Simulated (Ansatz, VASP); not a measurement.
Two plane-wave programs on AlN

```
Al N
1.0
     3.18593    0.00000    0.00000
    -1.59297    2.75910    0.00000
     0.00000    0.00000    4.12546
Al N
2 2
Direct
  0.33333 0.66667 0.75000
  0.66667 0.33333 0.25000
  0.33333 0.66667 0.25000
  0.66667 0.33333 0.75000
```

Alike in both runs: task single point; functional PBEsol; k mesh 9 × 9 × 6; occupations gaussian, width 0.05 eV; no spin polarisation.

|  | VASP | Ansatz |
| --- | --- | --- |
| version | VASP 6.6.1 | Ansatz 0.2.0 |
| potentials or method | VASP PAW PBE potentials, release 64 (Al, N), cutoff 520 eV | scalar-relativistic, plane waves, PAW |
| valence electrons in the cell | 16 | 16 |

|  | VASP | Ansatz | Ansatz less VASP |
| --- | --- | --- | --- |
| gap on the k mesh at the Fermi level (eV) | 3.83 | 3.82 | -0.017 |
| least direct gap on the mesh (eV) | 3.83 | 3.82 | -0.017 |
| pressure (GPa) | 20.1 | 20.0 | -0.14 |
| traceless stress, the component that is largest in VASP (GPa) | -8.70 | -8.59 | +0.108 |

VASP's potentials were made for PBE, not for PBEsol, and Ansatz warns of the same on its side. With one functional, cell and mesh, what is left measures potentials, basis and numerics.
